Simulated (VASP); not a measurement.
# Tl (Im-3m) in VASP: density of states with LDA

Aim: the density of states of Tl with LDA.

Program: VASP 6.6.1. These are calculated values, not measurements. Logs are shortened: lines on timing, memory, paths and dates and some standing lists are left out, and cuts for length are marked.

## (1) The cell of the first run

Symmetry: Im-3m, No. 229, cubic system. The conventional cell has a = 2.794 Å, b = 2.794 Å, c = 2.794 Å, α = 90.00°, β = 90.00°, γ = 90.00°. Within 3.2 Å of Tl (site symmetry m-3m) lie 14 Tl at 2.42 to 2.79 Å.

## (2) Density of states, LDA (volume scaled by 0.4)

File POSCAR:

```
Tl
1.0
   -1.3970686967      1.3970686967      1.3970686967
    1.3970686967     -1.3970686967      1.3970686967
    1.3970686967      1.3970686967     -1.3970686967
Tl
1
Direct
    0.0000000000      0.0000000000      0.0000000000
```

File INCAR.step1:

```
SYSTEM = Tl
ALGO = Normal
EDIFF = 1E-7
ENCUT = 520
ISIF = 2
ISMEAR = -1
LASPH = .True.
LCHARG = .True.
LREAL = .False.
LWAVE = .False.
NBANDS = 12
NELM = 100
PREC = Accurate
SIGMA = 0.1
```

File KPOINTS.step1:

```
k-points
0
Gamma
  14 14 14
  0 0 0
```

File INCAR.step2:

```
SYSTEM = Tl
ALGO = Normal
EDIFF = 1E-7
ENCUT = 520
ICHARG = 11
ISIF = 2
ISMEAR = -5
LASPH = .True.
LCHARG = .False.
LORBIT = 10
LREAL = .False.
LWAVE = .False.
NBANDS = 12
NEDOS = 2001
NELM = 100
PREC = Accurate
SIGMA = 0.1
```

File KPOINTS.step2:

```
k-points
0
Gamma
  21 21 21
  0 0 0
```

Potentials or basis: VASP PAW LDA potentials, release 64 (Tl_d).

On the command line:

```console
> cat potpaw_LDA.64/Tl_d/POTCAR > POTCAR
> cp INCAR.step1 INCAR
> cp KPOINTS.step1 KPOINTS
> mpirun -np 1 vasp_std > vasp.out
> cp INCAR.step2 INCAR
> cp KPOINTS.step2 KPOINTS
> mpirun -np 1 vasp_std > vasp.out
```

OUTCAR:

```text
SYSTEM = Tl
   EDIFF = 1E-7
   ENCUT = 520
   ICHARG = 11
   ISIF = 2
   ISMEAR = -5
   LASPH = .True.
   LORBIT = 10
   LREAL = .False.
   NELM = 100
   PREC = Accurate

 ion  position               nearest neighbor table
   1  0.000  0.000  0.000-

  LATTYP: Found a body centered cubic cell.
 ALAT       =     2.7941373934

  Lattice vectors:

 A1 = (  -1.3970686967,   1.3970686967,   1.3970686967)
 A2 = (   1.3970686967,  -1.3970686967,   1.3970686967)
 A3 = (   1.3970686967,   1.3970686967,  -1.3970686967)

Analysis of symmetry for initial positions (statically):
=====================================================================
 Subroutine PRICEL returns:
 Original cell was already a primitive cell.

 Routine SETGRP: Setting up the symmetry group for a
 body centered cubic supercell.

 Subroutine GETGRP returns: Found 48 space group operations
 (whereof 48 operations were pure point group operations)
 out of a pool of 48 trial point group operations.

The static configuration has the point symmetry O_h .

Analysis of symmetry for dynamics (positions and initial velocities):
=====================================================================
 Subroutine PRICEL returns:
 Original cell was already a primitive cell.

 Routine SETGRP: Setting up the symmetry group for a
 body centered cubic supercell.

 Subroutine GETGRP returns: Found 48 space group operations
 (whereof 48 operations were pure point group operations)
 out of a pool of 48 trial point group operations.

The dynamic configuration has the point symmetry O_h .

 Subroutine INISYM returns: Found 48 space group operations
 (whereof 48 operations are pure point group operations),
 and found     1 'primitive' translations

----------------------------------------------------------------------------------------

                                     Primitive cell

  volume of cell :      10.9072

  direct lattice vectors                    reciprocal lattice vectors
    -1.397068697  1.397068697  1.397068697     0.000000000  0.357892208  0.357892208
     1.397068697 -1.397068697  1.397068697     0.357892208  0.000000000  0.357892208
     1.397068697  1.397068697 -1.397068697     0.357892208  0.357892208  0.000000000

  length of vectors
     2.419793964  2.419793964  2.419793964     0.506136014  0.506136014  0.506136014

  position of ions in fractional coordinates (direct lattice)
     0.000000000  0.000000000  0.000000000

  ion indices of the primitive-cell ions
   primitive index   ion index
                 1           1

----------------------------------------------------------------------------------------

 KPOINTS: k-points

Automatic generation of k-mesh.
 Grid dimensions read from file:
 generate k-points for:   21   21   21

 Generating k-lattice:

  Cartesian coordinates                     Fractional coordinates (reciprocal lattice)
     0.000000000  0.017042486  0.017042486     0.047619048  0.000000000  0.000000000
     0.017042486  0.000000000  0.017042486     0.000000000  0.047619048  0.000000000
     0.017042486  0.017042486  0.000000000     0.000000000  0.000000000  0.047619048

  Length of vectors
     0.024101715  0.024101715  0.024101715

  Shift w.r.t. Gamma in fractional coordinates (k-lattice)
     0.000000000  0.000000000  0.000000000

 TETIRR: Found  10986 inequivalent tetrahedra from    55566

 Subroutine IBZKPT returns following result:
 ===========================================

 Found    286 irreducible k-points:

 Following reciprocal coordinates:
            Coordinates               Weight
  0.000000  0.000000  0.000000      1.000000
  0.047619  0.000000  0.000000     12.000000
  0.095238  0.000000  0.000000     12.000000
  0.142857  0.000000  0.000000     12.000000
  0.190476  0.000000  0.000000     12.000000
  0.238095  0.000000  0.000000     12.000000
[... 16 lines left out ...]
  0.142857  0.095238  0.000000     48.000000
  0.190476  0.095238  0.000000     48.000000
 [... further k-points ...]
   k-points           NKPTS =    286   k-points in BZ     NKDIM =    286   number of bands    NBANDS=     12
   number of dos      NEDOS =   2001   number of ions     NIONS =      1
   total plane-waves  NPLWV =   5832
   dimension x,y,z NGX =    18 NGY =   18 NGZ =   18
   dimension x,y,z NGXF=    36 NGYF=   36 NGZF=   36
   ions per type =               1
   NGX,Y,Z   is equivalent  to a cutoff of  12.37, 12.37, 12.37 a.u.
   NGXF,Y,Z  is equivalent  to a cutoff of  24.73, 24.73, 24.73 a.u.
 SYSTEM =  Tl
   PREC   = accura    normal or accurate (medium, high low for compatibility)
   ISTART =      0    job   : 0-new  1-cont  2-samecut
   ICHARG =     11    charge: 1-file 2-atom 10-const
   ISPIN  =      1    spin polarized calculation?
   LNONCOLLINEAR =      F non collinear calculations
   LSORBIT =      F    spin-orbit coupling
   LASPH  =      T    aspherical Exc in radial PAW
   ENCUT  =  520.0 eV  38.22 Ry    6.18 a.u.   4.50  4.50  4.50*2*pi/ulx,y,z
   NELM   =    100;   NELMIN=  2; NELMDL=  0     # of ELM steps
   EDIFF  = 0.1E-06   stopping-criterion for ELM
   LREAL  =      F    real-space projection
   EDIFFG = 0.1E-05   stopping-criterion for IOM
   NSW    =      0    number of steps for IOM
   IBRION =     -1    ionic relax: 0-MD 1-quasi-New 2-CG
   NFREE  =      0    steps in history (QN), initial steepest desc. (CG)
   ISIF   =      2    stress and relaxation
   ISYM   =      2    0-nonsym 1-usesym 2-fastsym
   POTIM  = 0.5000    time-step for ionic-motion
   TEBEG  =    0.0;   TEEND  =   0.0 temperature during run
   PSTRESS=    0.0 pullay stress
   NELECT =      13.0000    total number of electrons
   NUPDOWN=      -1.0000    fix difference up-down
   EMIN   =  10.00;   EMAX   =-10.00  energy-range for DOS
   EFERMI =   0.00;   METHOD = LEGACY
   ISMEAR =    -5;   SIGMA  =   0.10  broadening in eV -4-tet -1-fermi 0-gaus
   EFERMI_NEDOS =   21; number of points for ismear=-14 and -15
   IALGO  =     38    algorithm
   IMIX   =      4    mixing-type and parameters
     AMIX     =   0.40;   BMIX     =  1.00
     AMIX_MAG =   1.60;   BMIX_MAG =  1.00
  volume/ion in A,a.u.               =      10.91        73.61
  Fermi-wavevector in a.u.,A,eV,Ry     =   1.735741  3.280074 40.991577  3.012796
  Thomas-Fermi vector in A             =   2.809288
   LORBIT       =     10    0 simple, 1 ext, 2 COOP (PROOUT), +10 PAW based schemes
   GGA     = CA    functional components
   LHFCALC =     F    Hartree Fock is set to
   AEXX    =    0.0000 exact exchange contribution
   IVDW    =     0    specifies the selected vdW correction
   LEPSILON=     F    determine dielectric tensor
   LRPA    =     F    only Hartree local field effects (RPA)
 non-spin polarized calculation
 Fermi weights with tetrahedron method with Bloechl corrections
  energy-cutoff  :      520.00
  volume of cell :       10.91
 maximum number of plane-waves:       321
 NGX is ok and might be reduce to    18

 number of electron      12.9999998 magnetization

 Free energy of the ion-electron system (eV)
  ---------------------------------------------------
  ext. energy  EPLUGINS =         0.00000000
  ---------------------------------------------------
  free energy    TOTEN  =         6.59221647 eV

  energy without entropy =        6.59221647  energy(sigma->0) =        6.59221647

 E-fermi :  25.8012     XC(G=0): -16.1282

 val. band max:       25.6946970337   @ k =  -0.3333   0.4762   0.0952
 cond. band min:      25.4948216428   @ k =  -0.3810  -0.4286   0.1905
 fundamental gap:     -0.1998753909
 Fermi energy:        25.8012212578

 k-point     1 :       0.0000    0.0000    0.0000
  band No.  band energies     occupation
      1       2.7607      2.00000
      2       7.5391      2.00000
      3       7.5391      2.00000
      4       7.5391      2.00000
      5      10.5940      2.00000
      6      10.5940      2.00000
      7      35.2823      0.00000
      8      35.2823      0.00000
      9      35.2823      0.00000
     10      48.8908      0.00000
     11      48.8908      0.00000
     12      50.3431      0.00000

 k-point     2 :       0.0476    0.0000    0.0000
  band No.  band energies     occupation
      1       2.8827      2.00000
      2       7.4969      2.00000
      3       7.5456      2.00000
      4       7.6333      2.00000
      5      10.5391      2.00000
      6      10.5967      2.00000
      7      35.3430      0.00000
      8      35.3898      0.00000
      9      35.4568      0.00000
     10      47.1247      0.00000
     11      47.9436      0.00000
     12      50.0652      0.00000

 k-point     3 :       0.0952    0.0000    0.0000
  band No.  band energies     occupation
      1       3.2359      2.00000
      2       7.3756      2.00000
      3       7.5667      2.00000
      4       7.9125      2.00000
      5      10.3977      2.00000
      6      10.6055      2.00000
      7      35.4757      0.00000
      8      35.6250      0.00000
      9      35.9728      0.00000
     10      45.1634      0.00000
     11      46.1592      0.00000
     12      49.1413      0.00000
[... 286 lines left out ...]
 k-point    23 :       0.1429    0.0952    0.0000
  band No.  band energies     occupation
      1       4.6849      2.00000
      2       7.0482      2.00000
      3       7.3883      2.00000
      4       9.4718      2.00000
      5       9.9746      2.00000
      6      10.7574      2.00000
      7      35.0671      0.00000
      8      35.3691      0.00000
      9      37.5016      0.00000
     10      41.3268      0.00000
     11      43.4423      0.00000
     12      46.8576      0.00000

 k-point    24 :       0.1905    0.0952    0.0000
  band No.  band energies     occupation
      1       5.1556      2.00000
      2       6.8102      2.00000
      3       7.6734      2.00000
      4       9.9266      2.00000
      5      10.3307      2.00000
      6      10.8693      2.00000
      7      33.5034      0.00000
      8      34.5417      0.00000
      9      38.5115      0.00000
     10      39.9833      0.00000
     11      43.8549      0.00000
     12      46.7842      0.00000

 [... further k-points ...]
[... 5 lines left out ...]
  --------------------------------------------------------------------------------------
  -------------------------------------------------------------------------------------
  Total       32.6376575     32.6376575     32.6376575      0.0000000      0.0000000     -0.0000000
  in kB     4794.2015355   4794.2015355   4794.2015355      0.0000000      0.0000000     -0.0000000
  external PRESSURE =    4794.2015355 kB  Pullay stress =       0.0000000 kB

 VOLUME and BASIS-vectors are now :
 -----------------------------------------------------------------------------
  energy-cutoff  :      520.00
  volume of cell :       10.91
      direct lattice vectors                 reciprocal lattice vectors
    -1.397068697  1.397068697  1.397068697     0.000000000  0.357892208  0.357892208
     1.397068697 -1.397068697  1.397068697     0.357892208  0.000000000  0.357892208
     1.397068697  1.397068697 -1.397068697     0.357892208  0.357892208  0.000000000

 POSITION                                       TOTAL-FORCE (eV/Angst)
 -----------------------------------------------------------------------------------
      0.00000      0.00000      0.00000         0.000000     -0.000000     -0.000000
 -----------------------------------------------------------------------------------
    total drift:                               -0.000000      0.000000     -0.000000

  FREE ENERGIE OF THE ION-ELECTRON SYSTEM (eV)
  ---------------------------------------------------
  free  energy   TOTEN  =         6.5922164659 eV

  energy  without entropy=        6.5922164659  energy(sigma->0) =        6.59221647

 total charge

# of ion       s       p       d       tot
------------------------------------------
    1        1.394   1.511  10.100  13.005
```

Wall time 30 s (1 thread of Intel Xeon Platinum 8488C (Sapphire Rapids), shared host); peak memory 0.16 GiB.

What came out:

```yaml
Valence_electrons_inside_the_program's_atomic_spheres: Tl 13.01
```

Caveat: spin-orbit coupling is left out, which moves the levels of the heavy elements; tetrahedron occupations give inexact forces and stress in metals.
